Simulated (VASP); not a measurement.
# Os (Fm-3m) in VASP: further runs

Runs on Os. Level: LDA. Tasks: single point.

All numbers are computed with VASP 6.6.1; they aren't measurements. Logs are shortened: lines on timing, memory, paths and dates and some standing lists are left out, and cuts for length are marked.

### Step 1. The cell of the first run

It takes space group Fm-3m (No. 225, cubic). The conventional cell has a = 3.864 Å, b = 3.864 Å, c = 3.864 Å, α = 90.00°, β = 90.00°, γ = 90.00°. Within 3.6 Å of Os (site symmetry m-3m) lie 12 Os at 2.73 Å.

### Step 2. Single point, LDA

Contents of INCAR:

```
SYSTEM = Os
ALGO = Normal
EDIFF = 1E-6
ENCUT = 520
ISIF = 2
ISMEAR = 1
LASPH = .True.
LCHARG = .False.
LREAL = .False.
LWAVE = .False.
NBANDS = 10
NELM = 60
PREC = Accurate
SIGMA = 0.1
```

Contents of KPOINTS:

```
k-points
0
Gamma
  13 13 13
  0 0 0
```

Contents of POSCAR:

```
Os
1.0
    0.0000000000      1.9319459154      1.9319459154
    1.9319459154      0.0000000000      1.9319459154
    1.9319459154      1.9319459154      0.0000000000
Os
1
Direct
    0.0000000000      0.0000000000      0.0000000000
```

Potentials or basis: VASP PAW LDA potentials, release 64 (Os).

Command:

```bash
cat potpaw_LDA.64/Os/POTCAR > POTCAR
mpirun -np 1 vasp_std > vasp.out
```

OUTCAR:

```text
SYSTEM = Os
   EDIFF = 1E-6
   ENCUT = 520
   ISIF = 2
   ISMEAR = 1
   LASPH = .True.
   LREAL = .False.
   NELM = 60
   PREC = Accurate

 ion  position               nearest neighbor table
   1  0.000  0.000  0.000-

  LATTYP: Found a face centered cubic cell.
 ALAT       =     3.8638918308

  Lattice vectors:

 A1 = (   0.0000000000,   1.9319459154,   1.9319459154)
 A2 = (   1.9319459154,   0.0000000000,   1.9319459154)
 A3 = (   1.9319459154,   1.9319459154,   0.0000000000)

Analysis of symmetry for initial positions (statically):
=====================================================================
 Subroutine PRICEL returns:
 Original cell was already a primitive cell.

 Routine SETGRP: Setting up the symmetry group for a
 face centered cubic supercell.

 Subroutine GETGRP returns: Found 48 space group operations
 (whereof 48 operations were pure point group operations)
 out of a pool of 48 trial point group operations.

The static configuration has the point symmetry O_h .

Analysis of symmetry for dynamics (positions and initial velocities):
=====================================================================
 Subroutine PRICEL returns:
 Original cell was already a primitive cell.

 Routine SETGRP: Setting up the symmetry group for a
 face centered cubic supercell.

 Subroutine GETGRP returns: Found 48 space group operations
 (whereof 48 operations were pure point group operations)
 out of a pool of 48 trial point group operations.

The dynamic configuration has the point symmetry O_h .

 Subroutine INISYM returns: Found 48 space group operations
 (whereof 48 operations are pure point group operations),
 and found     1 'primitive' translations

----------------------------------------------------------------------------------------

                                     Primitive cell

  volume of cell :      14.4216

  direct lattice vectors                    reciprocal lattice vectors
     0.000000000  1.931945915  1.931945915    -0.258806417  0.258806417  0.258806417
     1.931945915  0.000000000  1.931945915     0.258806417 -0.258806417  0.258806417
     1.931945915  1.931945915  0.000000000     0.258806417  0.258806417 -0.258806417

  length of vectors
     2.732184115  2.732184115  2.732184115     0.448265863  0.448265863  0.448265863

  position of ions in fractional coordinates (direct lattice)
     0.000000000  0.000000000  0.000000000

  ion indices of the primitive-cell ions
   primitive index   ion index
                 1           1

----------------------------------------------------------------------------------------

 KPOINTS: k-points

Automatic generation of k-mesh.
 Grid dimensions read from file:
 generate k-points for:   13   13   13

 Generating k-lattice:

  Cartesian coordinates                     Fractional coordinates (reciprocal lattice)
    -0.019908186  0.019908186  0.019908186     0.076923077  0.000000000  0.000000000
     0.019908186 -0.019908186  0.019908186     0.000000000  0.076923077  0.000000000
     0.019908186  0.019908186 -0.019908186     0.000000000  0.000000000  0.076923077

  Length of vectors
     0.034481989  0.034481989  0.034481989

  Shift w.r.t. Gamma in fractional coordinates (k-lattice)
     0.000000000  0.000000000  0.000000000

 Subroutine IBZKPT returns following result:
 ===========================================

 Found     84 irreducible k-points:

 Following reciprocal coordinates:
            Coordinates               Weight
  0.000000  0.000000  0.000000      1.000000
  0.076923  0.000000  0.000000      8.000000
  0.153846  0.000000  0.000000      8.000000
  0.230769  0.000000  0.000000      8.000000
  0.307692  0.000000  0.000000      8.000000
  0.384615  0.000000  0.000000      8.000000
[... 16 lines left out ...]
  0.384615  0.153846  0.000000     24.000000
  0.461538  0.153846  0.000000     24.000000
 [... further k-points ...]
   k-points           NKPTS =     84   k-points in BZ     NKDIM =     84   number of bands    NBANDS=     10
   number of dos      NEDOS =    301   number of ions     NIONS =      1
   total plane-waves  NPLWV =   8000
   dimension x,y,z NGX =    20 NGY =   20 NGZ =   20
   dimension x,y,z NGXF=    40 NGYF=   40 NGZF=   40
   ions per type =               1
   NGX,Y,Z   is equivalent  to a cutoff of  12.17, 12.17, 12.17 a.u.
   NGXF,Y,Z  is equivalent  to a cutoff of  24.34, 24.34, 24.34 a.u.
 SYSTEM =  Os
   PREC   = accura    normal or accurate (medium, high low for compatibility)
   ISTART =      0    job   : 0-new  1-cont  2-samecut
   ICHARG =      2    charge: 1-file 2-atom 10-const
   ISPIN  =      1    spin polarized calculation?
   LNONCOLLINEAR =      F non collinear calculations
   LSORBIT =      F    spin-orbit coupling
   LASPH  =      T    aspherical Exc in radial PAW
   ENCUT  =  520.0 eV  38.22 Ry    6.18 a.u.   5.08  5.08  5.08*2*pi/ulx,y,z
   NELM   =     60;   NELMIN=  2; NELMDL= -5     # of ELM steps
   EDIFF  = 0.1E-05   stopping-criterion for ELM
   LREAL  =      F    real-space projection
   EDIFFG = 0.1E-04   stopping-criterion for IOM
   NSW    =      0    number of steps for IOM
   IBRION =     -1    ionic relax: 0-MD 1-quasi-New 2-CG
   NFREE  =      0    steps in history (QN), initial steepest desc. (CG)
   ISIF   =      2    stress and relaxation
   ISYM   =      2    0-nonsym 1-usesym 2-fastsym
   POTIM  = 0.5000    time-step for ionic-motion
   TEBEG  =    0.0;   TEEND  =   0.0 temperature during run
   PSTRESS=    0.0 pullay stress
   NELECT =       8.0000    total number of electrons
   NUPDOWN=      -1.0000    fix difference up-down
   EMIN   =  10.00;   EMAX   =-10.00  energy-range for DOS
   EFERMI =   0.00;   METHOD = LEGACY
   ISMEAR =     1;   SIGMA  =   0.10  broadening in eV -4-tet -1-fermi 0-gaus
   EFERMI_NEDOS =   21; number of points for ismear=-14 and -15
   IALGO  =     38    algorithm
   IMIX   =      4    mixing-type and parameters
     AMIX     =   0.40;   BMIX     =  1.00
     AMIX_MAG =   1.60;   BMIX_MAG =  1.00
  volume/ion in A,a.u.               =      14.42        97.32
  Fermi-wavevector in a.u.,A,eV,Ry     =   1.345137  2.541940 24.618295  1.809394
  Thomas-Fermi vector in A             =   2.473074
   LORBIT       =      0    0 simple, 1 ext, 2 COOP (PROOUT), +10 PAW based schemes
   GGA     = CA    functional components
   LHFCALC =     F    Hartree Fock is set to
   AEXX    =    0.0000 exact exchange contribution
   IVDW    =     0    specifies the selected vdW correction
   LEPSILON=     F    determine dielectric tensor
   LRPA    =     F    only Hartree local field effects (RPA)
 non-spin polarized calculation
 Methfessel and Paxton  Order N= 1 SIGMA  =   0.10
  energy-cutoff  :      520.00
  volume of cell :       14.42
 maximum number of plane-waves:       399
   NGX = 11   NGY = 11   NGZ = 11

 number of electron       8.0000000 magnetization

 Free energy of the ion-electron system (eV)
  ---------------------------------------------------
  ext. energy  EPLUGINS =         0.00000000
  ---------------------------------------------------
  free energy    TOTEN  =       -12.45849973 eV

  energy without entropy =      -12.45850755  energy(sigma->0) =      -12.45850234

 E-fermi :   8.8941     XC(G=0): -14.0079

 val. band max:        8.8833638735   @ k =  -0.2308   0.2308   0.0769
 cond. band min:       8.8951302618   @ k =  -0.4615   0.4615   0.0769
 fundamental gap:      0.0117663882
 Fermi energy:         8.8941491651

 k-point     1 :       0.0000    0.0000    0.0000
  band No.  band energies     occupation
      1      -1.6713      2.00000
      2       5.9193      2.00000
      3       5.9193      2.00000
      4       5.9193      2.00000
      5       8.8420      1.76284
      6       8.8420      1.76284
      7      23.1545      0.00000
      8      28.7506      0.00000
      9      28.7506      0.00000
     10      28.7506      0.00000

 k-point     2 :       0.0769    0.0000    0.0000
  band No.  band energies     occupation
      1      -1.4041      2.00000
      2       5.7648      2.00000
      3       6.0383      2.00000
      4       6.0383      2.00000
      5       8.7598      2.06725
      6       8.7598      2.06725
      7      23.6429      0.00000
      8      27.5034      0.00000
      9      29.2194      0.00000
     10      29.2194      0.00000

 k-point     3 :       0.1538    0.0000    0.0000
  band No.  band energies     occupation
      1      -0.6611      2.00000
      2       5.4286      2.00000
      3       6.2989      2.00000
      4       6.2989      2.00000
      5       8.6480      2.00274
      6       8.6480      2.00274
      7      24.7435      0.00000
      8      25.6359      0.00000
      9      30.5494      0.00000
     10      30.5494      0.00000

 k-point     4 :       0.2308    0.0000    0.0000
  band No.  band energies     occupation
      1       0.3349      2.00000
      2       5.2578      2.00000
      3       6.4066      2.00000
      4       6.4066      2.00000
      5       8.8723      1.36014
      6       8.8723      1.36014
      7      23.3981      0.00000
      8      26.1867      0.00000
      9      32.5065      0.00000
     10      32.5065      0.00000
[... 222 lines left out ...]
 k-point    22 :       0.3077    0.1538    0.0000
  band No.  band energies     occupation
      1       1.4279      2.00000
      2       4.3469      2.00000
      3       6.1089      2.00000
      4       7.1972      2.00000
      5       8.8592      1.55318
      6      10.0795     -0.00000
      7      23.8402      0.00000
      8      27.1587      0.00000
      9      29.0759      0.00000
     10      30.1891      0.00000

 k-point    23 :       0.3846    0.1538    0.0000
  band No.  band energies     occupation
      1       2.0382      2.00000
      2       4.7938      2.00000
      3       5.6425      2.00000
      4       7.0014      2.00000
      5      10.3953     -0.00000
      6      10.7883     -0.00000
      7      21.2705      0.00000
      8      25.6804      0.00000
      9      28.3251      0.00000
     10      30.6381      0.00000

 k-point    24 :       0.4615    0.1538    0.0000
  band No.  band energies     occupation
      1       2.1939      2.00000
      2       5.0451      2.00000
      3       6.1202      2.00000
      4       6.7431      2.00000
      5      11.2232      0.00000
      6      12.1767      0.00000
      7      18.5531      0.00000
      8      24.6952      0.00000
      9      27.7800      0.00000
     10      29.3297      0.00000

 [... further k-points ...]

------------------------ aborting loop because EDIFF is reached ----------------------------------------

  FORCE on cell =-STRESS in cart. coord.  units (eV):
  Direction    XX          YY          ZZ          XY          YZ          ZX
  --------------------------------------------------------------------------------------
  -------------------------------------------------------------------------------------
  Total       -1.6320289     -1.6320289     -1.6320289      0.0000000      0.0000000      0.0000000
  in kB     -181.3107384   -181.3107384   -181.3107384      0.0000000      0.0000000      0.0000000
  external PRESSURE =    -181.3107384 kB  Pullay stress =       0.0000000 kB

 VOLUME and BASIS-vectors are now :
 -----------------------------------------------------------------------------
  energy-cutoff  :      520.00
  volume of cell :       14.42
      direct lattice vectors                 reciprocal lattice vectors
     0.000000000  1.931945915  1.931945915    -0.258806417  0.258806417  0.258806417
     1.931945915  0.000000000  1.931945915     0.258806417 -0.258806417  0.258806417
     1.931945915  1.931945915  0.000000000     0.258806417  0.258806417 -0.258806417

 POSITION                                       TOTAL-FORCE (eV/Angst)
 -----------------------------------------------------------------------------------
      0.00000      0.00000      0.00000         0.000000      0.000000     -0.000000
 -----------------------------------------------------------------------------------
    total drift:                                0.000000      0.000000     -0.000000

  FREE ENERGIE OF THE ION-ELECTRON SYSTEM (eV)
  ---------------------------------------------------
  free  energy   TOTEN  =       -12.4584997320 eV

  energy  without entropy=      -12.4585075461  energy(sigma->0) =      -12.45850234
```

Wall time 9.8 s (1 thread of Intel Xeon Platinum 8259CL at 2.50GHz (Skylake/Cascade Lake), shared host); peak memory 0.13 GiB.

Results:

```
Free energy            : -12.4585 eV
Pressure               : -18.1 GPa
Band gap on the k mesh : zero (band 4 reaches 11.07 eV, above the bottom of band 5 at 7.63 eV)
```

Levels at points of the mesh, in eV from the Fermi level:
| k point | band 2 | band 3 | band 4 | band 5 | band 6 | band 7 |
| --- | --- | --- | --- | --- | --- | --- |
| (0.00, 0.00, 0.00) | -2.97 | -2.97 | -2.97 | -0.05 | -0.05 | 14.26 |

Caveat: spin-orbit coupling is left out, which moves the levels of the heavy elements.

### Step 3. Single point, LDA

This run uses another cell than the first one, of 14.72 Å³/atom, 1.020 times its volume.

Contents of INCAR:

```
PREC = Accurate
ENCUT = 520
EDIFF = 1E-6
ISMEAR = 1
SIGMA = 0.1
LREAL = F
LASPH = T
NELM = 60
ALGO = Normal
ISIF = 2
LWAVE = F
LCHARG = F
NBANDS = 10
```

Contents of KPOINTS:

```
Automatic mesh
0
Gamma
  13 13 13
```

Contents of POSCAR:

```
Os
1.0
    0.0000000000      1.9450000000      1.9450000000
    1.9450000000      0.0000000000      1.9450000000
    1.9450000000      1.9450000000      0.0000000000
Os
1
Direct
    0.0000000000      0.0000000000      0.0000000000
```

Potentials or basis: VASP PAW LDA potentials, release 64 (Os).

Command:

```bash
cat potpaw_LDA.64/Os/POTCAR > POTCAR
mpirun -np 1 vasp_std > vasp.out
```

OUTCAR:

```text
PREC = Accurate
   ENCUT = 520
   EDIFF = 1E-6
   ISMEAR = 1
   LREAL = F
   LASPH = T
   NELM = 60
   ISIF = 2

 ion  position               nearest neighbor table
   1  0.000  0.000  0.000-

  LATTYP: Found a face centered cubic cell.
 ALAT       =     3.8900000000

  Lattice vectors:

 A1 = (   0.0000000000,   1.9450000000,   1.9450000000)
 A2 = (   1.9450000000,   0.0000000000,   1.9450000000)
 A3 = (   1.9450000000,   1.9450000000,   0.0000000000)

[... 489 lines left out ...]
     10      28.7215      0.00000

 [... further k-points ...]

------------------------ aborting loop because EDIFF is reached ----------------------------------------

  FORCE on cell =-STRESS in cart. coord.  units (eV):
  Direction    XX          YY          ZZ          XY          YZ          ZX
  --------------------------------------------------------------------------------------
  -------------------------------------------------------------------------------------
  Total       -2.2914075     -2.2914075     -2.2914075      0.0000000     -0.0000000      0.0000000
  in kB     -249.4733128   -249.4733128   -249.4733128      0.0000000     -0.0000000      0.0000000
  external PRESSURE =    -249.4733128 kB  Pullay stress =       0.0000000 kB

 VOLUME and BASIS-vectors are now :
 -----------------------------------------------------------------------------
  energy-cutoff  :      520.00
  volume of cell :       14.72
      direct lattice vectors                 reciprocal lattice vectors
     0.000000000  1.945000000  1.945000000    -0.257069409  0.257069409  0.257069409
     1.945000000  0.000000000  1.945000000     0.257069409 -0.257069409  0.257069409
     1.945000000  1.945000000  0.000000000     0.257069409  0.257069409 -0.257069409

 POSITION                                       TOTAL-FORCE (eV/Angst)
 -----------------------------------------------------------------------------------
      0.00000      0.00000      0.00000        -0.000000      0.000000     -0.000000
 -----------------------------------------------------------------------------------
    total drift:                                0.000000      0.000000     -0.000000

  FREE ENERGIE OF THE ION-ELECTRON SYSTEM (eV)
  ---------------------------------------------------
  free  energy   TOTEN  =       -12.4193100786 eV

  energy  without entropy=      -12.4192974591  energy(sigma->0) =      -12.41930587
```

OSZICAR:

```text
N       E                     dE             d eps       ncg     rms          rms(c)
DAV:   1     0.349496601725E+02    0.34950E+02   -0.42079E+03  1696   0.741E+02
DAV:   2    -0.121610064820E+02   -0.47111E+02   -0.44510E+02  1728   0.202E+02
DAV:   3    -0.132550840909E+02   -0.10941E+01   -0.10908E+01  2014   0.281E+01
DAV:   4    -0.132577604443E+02   -0.26764E-02   -0.26760E-02  1844   0.157E+00
DAV:   5    -0.132577683521E+02   -0.79078E-05   -0.79071E-05  1870   0.785E-02    0.209E+01
DAV:   6    -0.125841440465E+02    0.67362E+00   -0.87139E-01  1948   0.739E+00    0.845E+00
DAV:   7    -0.124243841209E+02    0.15976E+00   -0.47052E-01  2006   0.513E+00    0.540E-01
DAV:   8    -0.124213197692E+02    0.30644E-02   -0.21776E-03  1750   0.378E-01    0.409E-01
DAV:   9    -0.124193175031E+02    0.20023E-02   -0.94039E-04  1854   0.304E-01    0.173E-02
DAV:  10    -0.124193115245E+02    0.59786E-05   -0.20089E-05  1824   0.320E-02    0.133E-02
DAV:  11    -0.124193100748E+02    0.14497E-05   -0.69745E-07  1080   0.126E-02    0.269E-03
DAV:  12    -0.124193100786E+02   -0.37602E-08   -0.27081E-08   878   0.168E-03
   1 F= -.12419310E+02 E0= -.12419306E+02  d E =-.126195E-04
```

Wall time 10 s (1 thread of Intel Xeon Platinum 8259CL at 2.50GHz (Skylake/Cascade Lake), shared host); peak memory 0.12 GiB.

Results:

| Property | Result |
| --- | --- |
| Free energy | -12.4193 eV |
| Pressure | -24.9 GPa |
| Band gap on the k mesh | zero (band 4 reaches 10.69 eV, above the bottom of band 5 at 7.37 eV) |

Levels at points of the mesh, in eV from the Fermi level:
| k point | band 1 | band 2 | band 3 | band 4 | band 5 | band 6 | band 7 | band 8 | band 9 |
| --- | --- | --- | --- | --- | --- | --- | --- | --- | --- |
| (0.00, 0.00, 0.00) | -10.38 | -2.89 | -2.89 | -2.89 | -0.05 | -0.05 | 14.27 | 19.75 | 19.75 |

Caveat: spin-orbit coupling is left out, which moves the levels of the heavy elements.

### Step 4. Single point, LDA

This run uses another cell than the first one, of 15.01 Å³/atom, 1.041 times its volume.

Contents of INCAR:

```
SYSTEM = Os
PREC     = Accurate       ! precision mode
ENCUT    = 520            ! plane-wave cutoff, eV
EDIFF    = 1E-6           ! SCF threshold, eV
ISMEAR   = 1              ! smearing method
SIGMA    = 0.1            ! smearing width, eV
LREAL    = .FALSE.        ! projectors in reciprocal space
LASPH    = .TRUE.         ! aspherical terms in the spheres
NELM     = 100            ! most SCF steps
ALGO     = Normal         ! electronic algorithm
ISIF     = 2              ! what is computed and relaxed
LWAVE    = .FALSE.        ! write WAVECAR
LCHARG   = .FALSE.        ! write CHGCAR
NBANDS   = 10             ! bands
```

Contents of KPOINTS:

```
Automatic mesh
0
G
  13 13 13
  0 0 0
```

Contents of POSCAR:

```
Os
1.0
    0.0000000000      1.9578811701      1.9578811701
    1.9578811701      0.0000000000      1.9578811701
    1.9578811701      1.9578811701      0.0000000000
Os
1
Direct
    0.0000000000      0.0000000000      0.0000000000
```

Command:

```bash
cat potpaw_LDA.64/Os/POTCAR > POTCAR
mpirun -np 1 vasp_std > vasp.out
```

Wall time 10 s (1 thread of Intel Xeon Platinum 8259CL at 2.50GHz (Skylake/Cascade Lake), shared host); peak memory 0.14 GiB.

It converged, with:

- Free energy: -12.3683 eV
- Pressure: -30.9 GPa
- Band gap on the k mesh: zero (band 4 reaches 10.33 eV, above the bottom of band 5 at 7.12 eV)

Levels at points of the mesh, in eV from the Fermi level:
```
           k point  band 1  band 2  band 3  band 4  band 5  band 6  band 7  band 8  band 9
(0.00, 0.00, 0.00)  -10.21   -2.80   -2.80   -2.80   -0.06   -0.06   14.29   19.65   19.65
```

Caveat: spin-orbit coupling is left out, which moves the levels of the heavy elements.

(Part 1 of 2 ends here.)
